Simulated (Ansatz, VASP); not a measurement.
Mg3Te2: VASP beside Ansatz

```
Mg Te
1.0
     5.65491    0.00000    0.00000
    -2.82746    4.89730    0.00000
     0.00000    0.00000    6.49528
Mg Te
3 2
Direct
  0.50000 0.00000 0.50000
  0.00000 0.50000 0.50000
  0.50000 0.50000 0.50000
  0.00000 0.00000 0.24645
  0.00000 0.00000 0.75355
```

Alike in both runs: task relaxation of cell and atoms; functional PBE; k mesh 6 × 6 × 4; occupations gaussian, width 0.1 eV; no spin polarisation.

|  | VASP | Ansatz |
| --- | --- | --- |
| version | VASP 6.6.1 | Ansatz 0.2.0 |
| potentials or method | VASP PAW PBE potentials, release 64 (Mg, Te), cutoff 600 eV | scalar-relativistic, plane waves, PAW |
| valence electrons in the cell | 18 | 62 |

|  | VASP | Ansatz | Ansatz less VASP |
| --- | --- | --- | --- |
| gap on the k mesh at the Fermi level, each at its own relaxed structure (eV) | none | none | - |
| relaxed volume (Å³/atom) | 35.88 | 35.91 | +0.030 |
| relaxed cell length with the largest relative difference (Å) | 6.187 | 6.195 | +0.0075 |

A gap of «none» marks a metal or a gap that the smearing closes. VASP's potentials hold 18 valence electrons a cell and Ansatz's 62, so a difference there can come from the potentials and not from the codes.

Neither program's run includes spin-orbit coupling.
